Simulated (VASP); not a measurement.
Here is a VASP 6.6.1 calculation.

Contents of INCAR:

```
SYSTEM = SnTe
  PREC = Accurate
  ENCUT = 520
  EDIFF = 1E-6
  ISMEAR = 0
  SIGMA = 0.1
  LREAL = .FALSE.
  LASPH = .TRUE.
  NELM = 80
  ALGO = Normal
  ISIF = 2
  LWAVE = .FALSE.
  LCHARG = .FALSE.
  GGA = CA
  NBANDS = 17
```

Contents of KPOINTS:

```
regular mesh
0
G
  4 4 4
  0 0 0
```

The input POSCAR:

```
SnTe
1.0
    0.0000000000      3.6111460000      3.6111460000
    3.6111460000      0.0000000000      3.6111460000
    3.6111460000      3.6111460000      0.0000000000
Sn Te
1 1
Direct
    0.0000000000      0.0000000000      0.0000000000
    0.7500000000      0.7500000000      0.7500000000
```

Potentials or basis: VASP PAW LDA potentials, release 64 (Sn_d, Te).

The run is started by

```sh
$ cat potpaw_LDA.64/Sn_d/POTCAR potpaw_LDA.64/Te/POTCAR > POTCAR
$ mpirun -np 1 vasp_std > vasp.out
```

**Question.** What does it give for the pressure?

**Answer.** -2.5 GPa.

Caveat: the k points lie up to 0.38 Å⁻¹ apart.
